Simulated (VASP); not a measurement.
# H2CI2 (Fmm2) in VASP: a series of runs

The runs below take H2CI2 through single point, with PBE.

All numbers are computed with VASP 6.6.1; they aren't measurements. Logs are shortened: lines on timing, memory, paths and dates and some standing lists are left out, and cuts for length are marked.

## Step 1: The cell of the first run

Symmetry: Fmm2, No. 42, orthorhombic system. The conventional cell has a = 7.969 Å, b = 12.972 Å, c = 5.017 Å, α = 90.00°, β = 90.00°, γ = 90.00°. Within 1.5 Å of H (site symmetry m) lie 1 C at 1.09 Å. Within 1.5 Å of C (site symmetry mm2) lie 2 H at 1.09 Å. Within 2.9 Å of I (site symmetry m) lie 1 C at 2.15 Å and 2 H at 2.70 Å.

## Step 2: Single point, PBE (volume scaled by 0.94, then relaxed in part)

INCAR reads:

```
SYSTEM = H2CI2
  ALGO = Normal
  EDIFF = 1E-6
  ENCUT = 520
  GGA = PE
  ISIF = 2
  ISMEAR = 0
  LASPH = .TRUE.
  LCHARG = .TRUE.
  LELF = .TRUE.
  LREAL = .FALSE.
  LVHAR = .TRUE.
  LWAVE = .FALSE.
  NBANDS = 18
  NELM = 60
  PREC = Accurate
  SIGMA = 0.02
```

KPOINTS reads:

```
k-points
0
G
  6 6 6
  0 0 0
```

POSCAR reads:

```
H2CI2
1.0
    0.0000000000      6.4861363075      2.5083121666
    3.9846359312      0.0000000000      2.5083121666
    3.9846359312      6.4861363075      0.0000000000
H C I
2 1 2
Direct
    0.7622246927      0.9896466453      0.2377753073
    0.9896466453      0.7622246927      0.0103533547
    0.9970904575      0.9970904575      0.0029095425
    0.3721596222      0.0948985824      0.9051014176
    0.0948985824      0.3721596222      0.6278403778
```

Potentials or basis: VASP PAW PBE potentials, release 64 (H, C, I).

The run is started by

```
$ cat potpaw_PBE.64/H/POTCAR potpaw_PBE.64/C/POTCAR potpaw_PBE.64/I/POTCAR > POTCAR
$ mpirun -np 1 vasp_std > vasp.out
```

OUTCAR:

```text
SYSTEM = H2CI2
   EDIFF = 1E-6
   ENCUT = 520
   GGA = PE
   ISIF = 2
   ISMEAR = 0
   LASPH = .TRUE.
   LREAL = .FALSE.
   NELM = 60
   PREC = Accurate

 ion  position               nearest neighbor table
   1  0.762  0.990  0.238-   3 1.09
   2  0.990  0.762  0.010-   3 1.09
   3  0.997  0.997  0.003-   1 1.09   2 1.09   4 2.15   5 2.15
   4  0.372  0.095  0.905-   3 2.15
   5  0.095  0.372  0.628-   3 2.15

  LATTYP: Found a face centered orthorhombic cell.
 ALAT       =     5.0166243332
 B/A-ratio  =     1.5885725805
 C/A-ratio  =     2.5858568937

  Lattice vectors:

 A1 = (   3.9846359312,   6.4861363075,   0.0000000000)
 A2 = (   0.0000000000,   6.4861363075,   2.5083121666)
 A3 = (   3.9846359312,   0.0000000000,   2.5083121666)

Analysis of symmetry for initial positions (statically):
=====================================================================
 Subroutine PRICEL returns:
 Original cell was already a primitive cell.

 Routine SETGRP: Setting up the symmetry group for a
 face centered orthorhombic supercell.

 Subroutine GETGRP returns: Found  4 space group operations
 (whereof  4 operations were pure point group operations)
 out of a pool of  8 trial point group operations.

The static configuration has the point symmetry C_2v.

Analysis of symmetry for dynamics (positions and initial velocities):
=====================================================================
 Subroutine PRICEL returns:
 Original cell was already a primitive cell.

 Routine SETGRP: Setting up the symmetry group for a
 face centered orthorhombic supercell.

 Subroutine GETGRP returns: Found  4 space group operations
 (whereof  4 operations were pure point group operations)
 out of a pool of  8 trial point group operations.

The dynamic configuration has the point symmetry C_2v.

 Subroutine INISYM returns: Found  4 space group operations
 (whereof  4 operations are pure point group operations),
 and found     1 'primitive' translations

----------------------------------------------------------------------------------------

                                     Primitive cell
[... 94 lines left out ...]
   LASPH  =      T    aspherical Exc in radial PAW
   ENCUT  =  520.0 eV  38.22 Ry    6.18 a.u.  12.93  8.75 14.15*2*pi/ulx,y,z
   NELM   =     60;   NELMIN=  2; NELMDL= -5     # of ELM steps
   EDIFF  = 0.1E-05   stopping-criterion for ELM
   LREAL  =      F    real-space projection
   EDIFFG = 0.1E-04   stopping-criterion for IOM
   NSW    =      0    number of steps for IOM
   IBRION =     -1    ionic relax: 0-MD 1-quasi-New 2-CG
   NFREE  =      0    steps in history (QN), initial steepest desc. (CG)
   ISIF   =      2    stress and relaxation
   ISYM   =      2    0-nonsym 1-usesym 2-fastsym
   POTIM  = 0.5000    time-step for ionic-motion
   TEBEG  =    0.0;   TEEND  =   0.0 temperature during run
   PSTRESS=    0.0 pullay stress
   NELECT =      20.0000    total number of electrons
   NUPDOWN=      -1.0000    fix difference up-down
   EMIN   =  10.00;   EMAX   =-10.00  energy-range for DOS
   EFERMI =   0.00;   METHOD = LEGACY
   ISMEAR =     0;   SIGMA  =   0.02  broadening in eV -4-tet -1-fermi 0-gaus
   EFERMI_NEDOS =   21; number of points for ismear=-14 and -15
   IALGO  =     38    algorithm
   IMIX   =      4    mixing-type and parameters
     AMIX     =   0.40;   BMIX     =  1.00
     AMIX_MAG =   1.60;   BMIX_MAG =  1.00
  volume/ion in A,a.u.               =      25.93       174.99
  Fermi-wavevector in a.u.,A,eV,Ry     =   0.877990  1.659160 10.488266  0.770866
  Thomas-Fermi vector in A             =   1.998014
   LORBIT       =      0    0 simple, 1 ext, 2 COOP (PROOUT), +10 PAW based schemes
   GGA     = PE    functional components
   LHFCALC =     F    Hartree Fock is set to
   AEXX    =    0.0000 exact exchange contribution
   IVDW    =     0    specifies the selected vdW correction
   LEPSILON=     F    determine dielectric tensor
   LRPA    =     F    only Hartree local field effects (RPA)
 non-spin polarized calculation
 Gauss-broadening in eV      SIGMA  =   0.02
  energy-cutoff  :      520.00
  volume of cell :      129.65
 maximum number of plane-waves:      3518
 NGX is ok and might be reduce to    54
   NGX = 25   NGY = 17   NGZ = 29

 number of electron      20.0000000 magnetization

 Free energy of the ion-electron system (eV)
  ---------------------------------------------------
  ext. energy  EPLUGINS =         0.00000000
  ---------------------------------------------------
  free energy    TOTEN  =       -18.66281954 eV

  energy without entropy =      -18.66281954  energy(sigma->0) =      -18.66281954

 E-fermi :   0.2867     XC(G=0):  -7.2037

 val. band max:        0.1569163600   @ k =   0.0000   0.0000   0.0000
 cond. band min:       3.0794809949   @ k =   0.5000   0.0000   0.5000
 fundamental gap:      2.9225646349
 Fermi energy:         0.2866676725

 k-point     1 :       0.0000    0.0000    0.0000
  band No.  band energies     occupation
      1     -13.3632      2.00000
      2     -11.1214      2.00000
      3      -9.4861      2.00000
      4      -4.9296      2.00000
      5      -3.9700      2.00000
      6      -2.8834      2.00000
[... 481 lines left out ...]
      5      -3.7646      2.00000
      6      -3.1924      2.00000
[... 10 lines left out ...]
     17       9.6659      0.00000
     18       9.7365      0.00000

 [... further k-points ...]

------------------------ aborting loop because EDIFF is reached ----------------------------------------

  FORCE on cell =-STRESS in cart. coord.  units (eV):
  Direction    XX          YY          ZZ          XY          YZ          ZX
  --------------------------------------------------------------------------------------
  -------------------------------------------------------------------------------------
  Total        0.1168459      0.0991064      0.1085062      0.0000000      0.0000000      0.0000000
  in kB        1.4439027      1.2246899      1.3408459      0.0000000      0.0000000      0.0000000
  external PRESSURE =       1.3364795 kB  Pullay stress =       0.0000000 kB

 VOLUME and BASIS-vectors are now :
 -----------------------------------------------------------------------------
  energy-cutoff  :      520.00
  volume of cell :      129.65
      direct lattice vectors                 reciprocal lattice vectors
     0.000000000  6.486136307  2.508312167    -0.125481978  0.077087495  0.199337230
     3.984635931  0.000000000  2.508312167     0.125481978 -0.077087495  0.199337230
     3.984635931  6.486136307  0.000000000     0.125481978  0.077087495 -0.199337230

 POSITION                                       TOTAL-FORCE (eV/Angst)
 -----------------------------------------------------------------------------------
      4.89083      6.48614      4.39424         0.016630      0.000000     -0.012248
      3.07844      6.48614      4.39424        -0.016630      0.000000     -0.012248
      3.98464      6.48614      5.00203         0.000000      0.000000      0.036407
      3.98464      8.28449      1.17153         0.000000     -0.009230     -0.005956
      3.98464      4.68778      1.17153         0.000000      0.009230     -0.005956
 -----------------------------------------------------------------------------------
    total drift:                               -0.000002     -0.000002      0.000246

  FREE ENERGIE OF THE ION-ELECTRON SYSTEM (eV)
  ---------------------------------------------------
  free  energy   TOTEN  =       -18.6628195401 eV

  energy  without entropy=      -18.6628195401  energy(sigma->0) =      -18.66281954
```

stdout:

```text
POSCAR found type information on POSCAR H C I
 POSCAR found :  3 types and       5 ions
 scaLAPACK will be used
 LDA part: xc-table for (Slater+PW92), standard interpolation
 POSCAR, INCAR and KPOINTS ok, starting setup
 FFT: planning ... GRIDC
 FFT: planning ... GRID_SOFT
 FFT: planning ... GRID
 WAVECAR not read
 entering main loop
```

Wall time 1.8 min (1 thread of AMD EPYC 9R45 (Zen 5), shared host); peak memory 0.35 GiB.

Results:

```
Free energy            : -18.6628 eV
Pressure               : 0.1 GPa
Largest force          : 0.036 eV/Å
Band gap on the k mesh : 2.92 eV, indirect (least direct gap 3.02 eV)
```

Forces in eV/Å, atoms in the order of the input:
```
H    0.017  0.000 -0.012
H   -0.017  0.000 -0.012
C    0.000  0.000  0.036
I    0.000 -0.009 -0.006
I    0.000  0.009 -0.006
```

Levels at points of the mesh, in eV from the valence-band top:
| k point | band 6 | band 7 | band 8 | band 9 | band 10 | band 11 | band 12 | band 13 | band 14 | band 15 |
| --- | --- | --- | --- | --- | --- | --- | --- | --- | --- | --- |
| (0.00, 0.00, 0.00) | -3.04 | -0.66 | -0.20 | -0.03 | 0.00 | 3.18 | 4.81 | 5.10 | 6.36 | 7.57 |
| (0.50, 0.00, 0.00) | -3.37 | -1.17 | -0.63 | -0.43 | -0.07 | 3.61 | 4.77 | 5.87 | 7.00 | 7.66 |
| (0.50, 0.50, 0.00) | -3.37 | -1.47 | -1.24 | -0.29 | -0.28 | 3.22 | 4.35 | 7.33 | 7.67 | 7.99 |
| (0.50, 0.00, 0.50) | -3.43 | -1.09 | -0.24 | -0.17 | -0.10 | 2.92 | 4.49 | 6.27 | 6.66 | 7.51 |
| (0.00, 0.50, 0.50) | -3.16 | -1.01 | -0.73 | -0.66 | -0.18 | 3.42 | 4.56 | 6.85 | 6.98 | 7.03 |

Caveat: the cell differs from its parent crystal (volume scaled by 0.94, then relaxed in part); spin-orbit coupling is left out, which moves the levels of the heavy elements. A k mesh can miss the band edges.

## Step 3: Single point, PBE (volume scaled by 0.97, then relaxed in part)

INCAR reads:

```
ALGO = Normal
EDIFF = 1E-7
ENCUT = 520
GGA = PE
ISIF = 2
ISMEAR = 0
LASPH = T
LCHARG = T
LELF = T
LREAL = F
LVHAR = T
LWAVE = F
NBANDS = 18
NELM = 60
PREC = Accurate
SIGMA = 0.02
```

KPOINTS reads:

```
k-points
0
Gamma
  6 6 6
```

POSCAR reads:

```
H2CI2
1.0
    0.0000000000      6.5069761471      2.5387084733
    4.0495627802      0.0000000000      2.5387084733
    4.0495627802      6.5069761471      0.0000000000
H C I
2 1 2
Direct
    0.7662377406      0.9899613185      0.2337622594
    0.9899613185      0.7662377406      0.0100386815
    0.9978235739      0.9978235739      0.0021764261
    0.3693021829      0.0926951842      0.9073048158
    0.0926951842      0.3693021829      0.6306978171
```

Potentials or basis: VASP PAW PBE potentials, release 64 (H, C, I).

The run is started by

```
$ cat potpaw_PBE.64/H/POTCAR potpaw_PBE.64/C/POTCAR potpaw_PBE.64/I/POTCAR > POTCAR
$ mpirun -np 1 vasp_std > vasp.out
```

Wall time 2.1 min (1 thread of AMD EPYC 9R45 (Zen 5), shared host); peak memory 0.35 GiB.

Results (log left out):

| Property | Result |
| --- | --- |
| Free energy | -18.6659 eV |
| Pressure | 0.0 GPa |
| Largest force | 0.036 eV/Å |
| Band gap on the k mesh | 2.94 eV, indirect (least direct gap 3.04 eV) |

Forces on the atoms (eV/Å):
```
H    0.018  0.000 -0.012
H   -0.018  0.000 -0.012
C    0.000  0.000  0.036
I    0.000 -0.009 -0.006
I    0.000  0.009 -0.006
```

Levels at points of the mesh, in eV from the valence-band top:
```tsv
k point	band 7	band 8	band 9	band 10	band 11	band 12	band 13	band 14
(0.00, 0.00, 0.00)	-0.63	-0.21	-0.05	0.00	3.19	4.81	5.06	6.38
(0.50, 0.00, 0.00)	-1.11	-0.60	-0.41	-0.07	3.61	4.77	5.89	7.00
(0.50, 0.50, 0.00)	-1.38	-1.20	-0.27	-0.25	3.24	4.38	7.37	7.58
(0.50, 0.00, 0.50)	-1.06	-0.22	-0.19	-0.10	2.94	4.49	6.24	6.63
(0.00, 0.50, 0.50)	-0.95	-0.68	-0.62	-0.16	3.43	4.57	6.88	6.95
```

Caveat: the cell differs from its parent crystal (volume scaled by 0.97, then relaxed in part); spin-orbit coupling is left out, which moves the levels of the heavy elements.

## Step 4: Single point, PBE

This run uses another cell than the first one, of 27.59 Å³/atom, 1.064 times its volume.

INCAR reads:

```
PREC = Accurate
ENCUT = 520
EDIFF = 1E-7
ISMEAR = 0
SIGMA = 0.02
LREAL = F
LASPH = T
NELM = 100
ALGO = Normal
ISIF = 2
LWAVE = F
LCHARG = F
GGA = PE
NBANDS = 18
```

KPOINTS reads:

```
Automatic mesh
0
Gamma
  6 6 6
```

POSCAR reads:

```
H2CI2
1.0
    0.0000000000      6.5434809983      2.5695060146
    4.1017573501      0.0000000000      2.5695060146
    4.1017573501      6.5434809983      0.0000000000
H C I
2 1 2
Direct
    0.7699641885      0.9907977097      0.2300358115
    0.9907977097      0.7699641885      0.0092022903
    0.9986880222      0.9986880222      0.0013119778
    0.3660121871      0.0905578926      0.9094421074
    0.0905578926      0.3660121871      0.6339878129
```

The run is started by

```
$ cat potpaw_PBE.64/H/POTCAR potpaw_PBE.64/C/POTCAR potpaw_PBE.64/I/POTCAR > POTCAR
$ mpirun -np 1 vasp_std > vasp.out
```

Wall time 2 min (1 thread of AMD EPYC 9R45 (Zen 5), shared host); peak memory 0.36 GiB.

The run converged. Its results:

- Free energy: -18.6670 eV
- Pressure: 0.0 GPa
- Largest force: 0.033 eV/Å
- Band gap on the k mesh: 2.96 eV, indirect (least direct gap 3.06 eV)

Forces on the atoms (eV/Å):
```
H    0.018  0.000 -0.012
H   -0.018  0.000 -0.012
C    0.000  0.000  0.033
I    0.000 -0.009 -0.004
I    0.000  0.009 -0.004
```

Stress tensor (GPa, compression positive):
```
 0.01  0.00  0.00
 0.00 -0.09  0.00
 0.00  0.00 -0.04
```

Levels at points of the mesh, in eV from the valence-band top:
```tsv
k point	band 8	band 9	band 10	band 11	band 12	band 13
(0.00, 0.00, 0.00)	-0.20	-0.07	0.00	3.19	4.81	5.03
(0.50, 0.00, 0.00)	-0.58	-0.39	-0.08	3.60	4.77	5.90
(0.50, 0.50, 0.00)	-1.15	-0.25	-0.24	3.27	4.41	7.40
(0.50, 0.00, 0.50)	-0.21	-0.21	-0.10	2.96	4.49	6.21
(0.00, 0.50, 0.50)	-0.64	-0.60	-0.15	3.43	4.59	6.91
```

Caveat: spin-orbit coupling is left out, which moves the levels of the heavy elements.

## Step 5: Summary

| cell | gap on the mesh (eV) | pressure (GPa) | largest force (eV/Å) |
| --- | --- | --- | --- |
| a = 6.954, b = 4.708, c = 7.612 Å, angles 63.7, 37.4, 78.9°, 5 atoms | 2.92 | 0.1 | 0.04 |
| a = 6.985, b = 4.780, c = 7.664 Å, angles 63.4, 37.7, 78.9°, 5 atoms | 2.94 | 0.0 | 0.04 |
| a = 7.030, b = 4.840, c = 7.723 Å, angles 63.2, 37.9, 78.8°, 5 atoms | 2.96 | 0.0 | 0.03 |

Alike in all rows: task single point; level PBE; potentials or basis VASP PAW PBE potentials, release 64 (H, C, I); no spin polarisation; k mesh 6 × 6 × 6; cutoff (eV) 520; smearing gaussian 0.02 eV.

Caveats: spin-orbit coupling is left out, which moves the levels of the heavy elements.

Total energies depend on the potentials used, so only differences within one code and one set of settings carry meaning.
